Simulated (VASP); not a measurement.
# SrHI (P4/nmm) in VASP: further runs, part 2 of 2

VASP 6.6.1.

## 4. Single point, LDA

This run uses another cell than the first one, of 27.62 Å³/atom, 1.055 times its volume.

INCAR

```
ALGO     = Normal         # electronic algorithm
EDIFF    = 1E-7           # SCF threshold, eV
ENCUT    = 520            # plane-wave cutoff, eV
ISIF     = 2              # what is computed and relaxed
ISMEAR   = 0              # smearing method
LASPH    = T              # aspherical terms in the spheres
LCHARG   = F              # write CHGCAR
LREAL    = F              # projectors in reciprocal space
LWAVE    = F              # write WAVECAR
NBANDS   = 27             # bands
NELM     = 80             # most SCF steps
PREC     = Accurate       # precision mode
SIGMA    = 0.01           # smearing width, eV
```

KPOINTS

```
k-points
0
Gamma
  4 4 4
```

POSCAR

```
SrHI
1.0
    4.4095129976      0.0000000000      0.0000000000
    0.0000000000      4.4095129976      0.0000000000
    0.0000000000      0.0000000000      8.5244531755
Sr H I
2 2 2
Direct
    0.0000000000      0.5000000000      0.2000000000
    0.5000000000      0.0000000000      0.8000000000
    0.0000000000      0.0000000000      0.0000000000
    0.5000000000      0.5000000000      0.0000000000
    0.0000000000      0.5000000000      0.7000000000
    0.5000000000      0.0000000000      0.3000000000
```

Potentials or basis: VASP PAW LDA potentials, release 64 (Sr_sv, H, I).

The run is started by

```
$ cat potpaw_LDA.64/Sr_sv/POTCAR potpaw_LDA.64/H/POTCAR potpaw_LDA.64/I/POTCAR > POTCAR
$ mpirun -np 1 vasp_std > vasp.out
```

OUTCAR:

```text
EDIFF = 1E-7
   ENCUT = 520
   ISIF = 2
   ISMEAR = 0
   LASPH = T
   LREAL = F
   NELM = 80
   PREC = Accurate

 ion  position               nearest neighbor table
   1  0.000  0.500  0.200-   3 2.79   4 2.79   3 2.79   4 2.79   6 3.23   6 3.23   6 3.23   6 3.23
                             5 4.26   5 4.26   2 4.62   2 4.62   2 4.62   2 4.62
   2  0.500  0.000  0.800-   3 2.79   4 2.79   4 2.79   3 2.79   5 3.23   5 3.23   5 3.23   5 3.23
                             6 4.26   6 4.26   1 4.62   1 4.62   1 4.62   1 4.62
   3  0.000  0.000  0.000-   1 2.79   2 2.79   1 2.79   2 2.79
   4  0.500  0.500  0.000-   1 2.79   2 2.79   2 2.79   1 2.79
   5  0.000  0.500  0.700-   2 3.23   2 3.23   2 3.23   2 3.23   1 4.26   1 4.26
   6  0.500  0.000  0.300-   1 3.23   1 3.23   1 3.23   1 3.23   2 4.26   2 4.26

  LATTYP: Found a simple tetragonal cell.
 ALAT       =     4.4095129976
 C/A-ratio  =     1.9331960650

  Lattice vectors:

 A1 = (   4.4095129976,   0.0000000000,   0.0000000000)
 A2 = (   0.0000000000,   4.4095129976,   0.0000000000)
 A3 = (   0.0000000000,   0.0000000000,   8.5244531755)

Analysis of symmetry for initial positions (statically):
=====================================================================
 Subroutine PRICEL returns:
 Original cell was already a primitive cell.

 Routine SETGRP: Setting up the symmetry group for a
 simple tetragonal supercell.

 Subroutine GETGRP returns: Found 16 space group operations
 (whereof  8 operations were pure point group operations)
 out of a pool of 16 trial point group operations.

The static configuration has the point symmetry D_2d.
 The point group associated with its full space group is D_4h.

Analysis of symmetry for dynamics (positions and initial velocities):
=====================================================================
 Subroutine PRICEL returns:
 Original cell was already a primitive cell.

 Routine SETGRP: Setting up the symmetry group for a
 simple tetragonal supercell.

 Subroutine GETGRP returns: Found 16 space group operations
 (whereof  8 operations were pure point group operations)
 out of a pool of 16 trial point group operations.

The dynamic configuration has the point symmetry D_2d.
 The point group associated with its full space group is D_4h.

 Subroutine INISYM returns: Found 16 space group operations
 (whereof  8 operations are pure point group operations),
 and found     1 'primitive' translations

----------------------------------------------------------------------------------------

                                     Primitive cell

  volume of cell :     165.7478

  direct lattice vectors                    reciprocal lattice vectors
     4.409512998  0.000000000  0.000000000     0.226782414  0.000000000  0.000000000
     0.000000000  4.409512998  0.000000000     0.000000000  0.226782414  0.000000000
     0.000000000  0.000000000  8.524453175     0.000000000  0.000000000  0.117309577

  length of vectors
     4.409512998  4.409512998  8.524453175     0.226782414  0.226782414  0.117309577

  position of ions in fractional coordinates (direct lattice)
     0.000000000  0.500000000  0.200000000
     0.500000000  0.000000000  0.800000000
     0.000000000  0.000000000  0.000000000
     0.500000000  0.500000000  0.000000000
     0.000000000  0.500000000  0.700000000
[... 41 lines left out ...]
  0.500000  0.000000  0.000000      2.000000
  0.250000  0.250000  0.000000      4.000000
  0.500000  0.250000  0.000000      4.000000
  0.500000  0.500000  0.000000      1.000000
[... 10 lines left out ...]
  0.500000  0.250000  0.500000      4.000000
  0.500000  0.500000  0.500000      1.000000
   k-points           NKPTS =     18   k-points in BZ     NKDIM =     18   number of bands    NBANDS=     27
   number of dos      NEDOS =    301   number of ions     NIONS =      6
   total plane-waves  NPLWV =  82944
   dimension x,y,z NGX =    36 NGY =   36 NGZ =   64
   dimension x,y,z NGXF=    72 NGYF=   72 NGZF=  128
   ions per type =               2   2   2
   NGX,Y,Z   is equivalent  to a cutoff of  13.57, 13.57, 12.48 a.u.
   NGXF,Y,Z  is equivalent  to a cutoff of  27.15, 27.15, 24.96 a.u.
 SYSTEM =  unknown system
   PREC   = accura    normal or accurate (medium, high low for compatibility)
   ISTART =      0    job   : 0-new  1-cont  2-samecut
   ICHARG =      2    charge: 1-file 2-atom 10-const
   ISPIN  =      1    spin polarized calculation?
   LNONCOLLINEAR =      F non collinear calculations
   LSORBIT =      F    spin-orbit coupling
   LASPH  =      T    aspherical Exc in radial PAW
   ENCUT  =  520.0 eV  38.22 Ry    6.18 a.u.   8.20  8.20 15.85*2*pi/ulx,y,z
   NELM   =     80;   NELMIN=  2; NELMDL= -5     # of ELM steps
   EDIFF  = 0.1E-06   stopping-criterion for ELM
   LREAL  =      F    real-space projection
   EDIFFG = 0.1E-05   stopping-criterion for IOM
   NSW    =      0    number of steps for IOM
   IBRION =     -1    ionic relax: 0-MD 1-quasi-New 2-CG
   NFREE  =      0    steps in history (QN), initial steepest desc. (CG)
   ISIF   =      2    stress and relaxation
   ISYM   =      2    0-nonsym 1-usesym 2-fastsym
   POTIM  = 0.5000    time-step for ionic-motion
   TEBEG  =    0.0;   TEEND  =   0.0 temperature during run
   PSTRESS=    0.0 pullay stress
   NELECT =      36.0000    total number of electrons
   NUPDOWN=      -1.0000    fix difference up-down
   EMIN   =  10.00;   EMAX   =-10.00  energy-range for DOS
   EFERMI =   0.00;   METHOD = LEGACY
   ISMEAR =     0;   SIGMA  =   0.01  broadening in eV -4-tet -1-fermi 0-gaus
   EFERMI_NEDOS =   21; number of points for ismear=-14 and -15
   IALGO  =     38    algorithm
   IMIX   =      4    mixing-type and parameters
     AMIX     =   0.40;   BMIX     =  1.00
     AMIX_MAG =   1.60;   BMIX_MAG =  1.00
  volume/ion in A,a.u.               =      27.62       186.42
  Fermi-wavevector in a.u.,A,eV,Ry     =   0.984071  1.859624 13.175822  0.968396
  Thomas-Fermi vector in A             =   2.115276
   LORBIT       =      0    0 simple, 1 ext, 2 COOP (PROOUT), +10 PAW based schemes
   GGA     = CA    functional components
   LHFCALC =     F    Hartree Fock is set to
   AEXX    =    0.0000 exact exchange contribution
   IVDW    =     0    specifies the selected vdW correction
   LEPSILON=     F    determine dielectric tensor
   LRPA    =     F    only Hartree local field effects (RPA)
 non-spin polarized calculation
 Gauss-broadening in eV      SIGMA  =   0.01
  energy-cutoff  :      520.00
  volume of cell :      165.75
 maximum number of plane-waves:      4488
 NGX is ok and might be reduce to    36
   NGX = 17   NGY = 17   NGZ = 31

 number of electron      35.9999997 magnetization

 Free energy of the ion-electron system (eV)
  ---------------------------------------------------
  ext. energy  EPLUGINS =         0.00000000
  ---------------------------------------------------
  free energy    TOTEN  =       -21.08870006 eV

  energy without entropy =      -21.08870006  energy(sigma->0) =      -21.08870006

 E-fermi :   2.1304     XC(G=0):  -8.6582

 val. band max:        1.9846948767   @ k =   0.2500   0.0000   0.2500
 cond. band min:       4.0716209054   @ k =   0.0000   0.0000   0.5000
 fundamental gap:      2.0869260287
 Fermi energy:         2.1303952944

 k-point     1 :       0.0000    0.0000    0.0000
  band No.  band energies     occupation
      1     -32.3790      2.00000
      2     -32.3757      2.00000
      3     -14.5209      2.00000
      4     -14.4830      2.00000
      5     -14.4830      2.00000
      6     -14.4678      2.00000
[... 529 lines left out ...]
     26       7.6881      0.00000
     27       8.6101      0.00000

------------------------ aborting loop because EDIFF is reached ----------------------------------------

  FORCE on cell =-STRESS in cart. coord.  units (eV):
  Direction    XX          YY          ZZ          XY          YZ          ZX
  --------------------------------------------------------------------------------------
  -------------------------------------------------------------------------------------
  Total       -1.6490645     -1.6490645     -4.3282736      0.0000000      0.0000000      0.0000000
  in kB      -15.9404450    -15.9404450    -41.8386346      0.0000000      0.0000000      0.0000000
  external PRESSURE =     -24.5731749 kB  Pullay stress =       0.0000000 kB

 VOLUME and BASIS-vectors are now :
 -----------------------------------------------------------------------------
  energy-cutoff  :      520.00
  volume of cell :      165.75
      direct lattice vectors                 reciprocal lattice vectors
     4.409512998  0.000000000  0.000000000     0.226782414  0.000000000  0.000000000
     0.000000000  4.409512998  0.000000000     0.000000000  0.226782414  0.000000000
     0.000000000  0.000000000  8.524453175     0.000000000  0.000000000  0.117309577

 POSITION                                       TOTAL-FORCE (eV/Angst)
 -----------------------------------------------------------------------------------
      0.00000      2.20476      1.70489        -0.000000     -0.000000     -1.626192
      2.20476      0.00000      6.81956         0.000000      0.000000      1.626192
      0.00000      0.00000      0.00000        -0.000000     -0.000000      0.000000
      2.20476      2.20476      0.00000        -0.000000      0.000000      0.000000
      0.00000      2.20476      5.96712        -0.000000      0.000000     -0.830826
      2.20476      0.00000      2.55734        -0.000000      0.000000      0.830826
 -----------------------------------------------------------------------------------
    total drift:                                0.000000      0.000000      0.000000

  FREE ENERGIE OF THE ION-ELECTRON SYSTEM (eV)
  ---------------------------------------------------
  free  energy   TOTEN  =       -21.0887000601 eV

  energy  without entropy=      -21.0887000601  energy(sigma->0) =      -21.08870006
```

It took 32 s on 1 thread of Intel Xeon 6975P-C (Granite Rapids), shared host; peak memory 0.26 GiB.

What came out:

* Free energy: -21.0887 eV
* Pressure: -2.5 GPa
* Largest force: 1.626 eV/Å
* Band gap on the k mesh: 2.09 eV, indirect (least direct gap 2.10 eV)

Forces on the atoms (eV/Å):
```
Sr   0.000  0.000 -1.626
Sr   0.000  0.000  1.626
H    0.000  0.000  0.000
H    0.000  0.000  0.000
I    0.000  0.000 -0.831
I    0.000  0.000  0.831
```

Caveat: spin-orbit coupling is left out, which moves the levels of the heavy elements; forces of over 1 eV/Å act on the atoms, so gaps and moduli don't describe the material at rest.

## 5. Single point, LDA

This run uses another cell than the first one, of 28.34 Å³/atom, 1.082 times its volume.

INCAR

```
SYSTEM = SrHI
PREC = Accurate
ENCUT = 520
EDIFF = 1E-6
ISMEAR = 0
SIGMA = 0.01
LREAL = .FALSE.
LASPH = .TRUE.
NELM = 80
ALGO = Normal
ISIF = 2
LWAVE = .FALSE.
LCHARG = .FALSE.
GGA = CA
NBANDS = 27
```

KPOINTS

```
Automatic mesh
0
G
  4 4 4
  0 0 0
```

Changes to POSCAR since step 4:

```diff
@@ -2,5 +2,5 @@
 1.0
-    4.4095129976      0.0000000000      0.0000000000
-    0.0000000000      4.4095129976      0.0000000000
-    0.0000000000      0.0000000000      8.5244531755
+    4.4473647460      0.0000000000      0.0000000000
+    0.0000000000      4.4473647460      0.0000000000
+    0.0000000000      0.0000000000      8.5976280265
 Sr H I
```

The run is started by

```
$ cat potpaw_LDA.64/Sr_sv/POTCAR potpaw_LDA.64/H/POTCAR potpaw_LDA.64/I/POTCAR > POTCAR
$ mpirun -np 1 vasp_std > vasp.out
```

Run time: 30 s. Hardware: 1 thread of Intel Xeon 6975P-C (Granite Rapids), shared host; peak memory 0.26 GiB.

Results (log left out):

- Free energy: -21.0152 eV
- Pressure: -3.0 GPa
- Largest force: 1.598 eV/Å
- Band gap on the k mesh: 2.11 eV, indirect (least direct gap 2.16 eV)

Forces on the atoms (eV/Å):
```
Sr   0.000  0.000 -1.598
Sr   0.000  0.000  1.598
H    0.000  0.000  0.000
H    0.000  0.000  0.000
I    0.000  0.000 -0.758
I    0.000  0.000  0.758
```

Stress tensor (GPa, compression positive):
```
-2.37  0.00  0.00
 0.00 -2.37  0.00
 0.00  0.00 -4.40
```

Levels at points of the mesh, in eV from the valence-band top:
| k point | band 16 | band 17 | band 18 | band 19 | band 20 | band 21 |
| --- | --- | --- | --- | --- | --- | --- |
| (0.00, 0.00, 0.00) | -1.78 | -1.05 | -0.13 | 2.31 | 3.45 | 3.80 |
| (0.50, 0.00, 0.00) | -2.28 | -0.08 | -0.08 | 3.38 | 3.38 | 4.13 |
| (0.50, 0.50, 0.00) | -2.07 | -0.75 | -0.75 | 3.02 | 3.02 | 5.24 |
| (0.00, 0.00, 0.50) | -1.78 | -0.11 | -0.05 | 2.11 | 2.89 | 3.98 |
| (0.50, 0.00, 0.50) | -2.19 | -0.36 | -0.36 | 3.87 | 3.87 | 4.43 |
| (0.50, 0.50, 0.50) | -2.13 | -0.65 | -0.65 | 3.80 | 3.80 | 4.41 |

Caveat: spin-orbit coupling is left out, which moves the levels of the heavy elements; forces of over 1 eV/Å act on the atoms, so gaps and moduli don't describe the material at rest.

## 6. Single point, LDA

This run uses another cell than the first one, of 29.06 Å³/atom, 1.110 times its volume.

INCAR

```
PREC = Accurate ; ENCUT = 520
EDIFF = 1E-7 ; ISMEAR = 0
SIGMA = 0.01 ; LREAL = F
LASPH = T ; NELM = 80
ALGO = Normal ; ISIF = 2
LWAVE = F ; LCHARG = F
NBANDS = 27
```

KPOINTS

```
Automatic mesh
0
Gamma
  4 4 4
```

Changes to POSCAR since step 5:

```diff
@@ -2,5 +2,5 @@
 1.0
-    4.4473647460      0.0000000000      0.0000000000
-    0.0000000000      4.4473647460      0.0000000000
-    0.0000000000      0.0000000000      8.5976280265
+    4.4845829178      0.0000000000      0.0000000000
+    0.0000000000      4.4845829178      0.0000000000
+    0.0000000000      0.0000000000      8.6695780497
 Sr H I
```

Potentials or basis: VASP PAW LDA potentials, release 64 (Sr_sv, H, I).

The run is started by

```
$ cat potpaw_LDA.64/Sr_sv/POTCAR potpaw_LDA.64/H/POTCAR potpaw_LDA.64/I/POTCAR > POTCAR
$ mpirun -np 1 vasp_std > vasp.out
```

It took 31 s on 1 thread of Intel Xeon 6975P-C (Granite Rapids), shared host; peak memory 0.27 GiB.

It converged, with:

| Item | Value |
| --- | --- |
| Free energy | -20.9271 eV |
| Pressure | -3.5 GPa |
| Largest force | 1.572 eV/Å |
| Band gap on the k mesh | 2.13 eV, indirect (least direct gap 2.21 eV) |

Forces in eV/Å, atoms in the order of the input:
```
Sr   0.000  0.000 -1.572
Sr   0.000  0.000  1.572
H    0.000  0.000  0.000
H    0.000  0.000  0.000
I    0.000  0.000 -0.692
I    0.000  0.000  0.692
```

Stress tensor (GPa, compression positive):
```
-3.04  0.00  0.00
 0.00 -3.04  0.00
 0.00  0.00 -4.57
```

Levels at points of the mesh, in eV from the valence-band top:
```
           k point  band 14  band 15  band 16  band 17  band 18  band 19  band 20  band 21  band 22  band 23
(0.00, 0.00, 0.00)    -1.93    -1.81    -1.81    -1.05    -0.10     2.32     3.35     3.77     3.87     4.21
(0.50, 0.00, 0.00)    -2.40    -2.27    -2.27    -0.09    -0.09     3.35     3.35     4.06     4.06     4.54
(0.50, 0.50, 0.00)    -2.72    -2.06    -2.06    -0.72    -0.72     2.96     2.96     5.17     5.17     5.25
(0.00, 0.00, 0.50)    -2.06    -1.81    -1.81    -0.10    -0.08     2.13     2.76     3.88     4.17     4.36
(0.50, 0.00, 0.50)    -2.28    -2.18    -2.18    -0.36    -0.36     3.81     3.81     4.37     4.37     4.73
(0.50, 0.50, 0.50)    -2.80    -2.12    -2.12    -0.63    -0.63     3.70     3.70     4.37     4.37     4.91
```

Caveat: spin-orbit coupling is left out, which moves the levels of the heavy elements; forces of over 1 eV/Å act on the atoms, so gaps and moduli don't describe the material at rest. A hybrid or GW would open this gap; LDA tends to underestimate it.

## 7. Summary

| cell | gap on the mesh (eV) | pressure (GPa) | largest force (eV/Å) |
| --- | --- | --- | --- |
| a = 4.332, b = 4.332, c = 8.374 Å, 6 atoms | 1.94 | -1.0 | 1.69 |
| a = 4.371, b = 4.371, c = 8.450 Å, 6 atoms | 2.02 | -1.8 | 1.66 |
| a = 4.410, b = 4.410, c = 8.524 Å, 6 atoms | 2.09 | -2.5 | 1.63 |
| a = 4.447, b = 4.447, c = 8.598 Å, 6 atoms | 2.11 | -3.0 | 1.60 |
| a = 4.485, b = 4.485, c = 8.670 Å, 6 atoms | 2.13 | -3.5 | 1.57 |

Alike in all rows: task single point; level LDA; potentials or basis VASP PAW LDA potentials, release 64 (Sr_sv, H, I); no spin polarisation; k mesh 4 × 4 × 4; cutoff (eV) 520; smearing gaussian 0.01 eV.

Caveats: spin-orbit coupling is left out, which moves the levels of the heavy elements; forces of over 1 eV/Å act on the atoms, so gaps and moduli don't describe the material at rest.

Absolute energies hang on the potentials; compare differences alone.
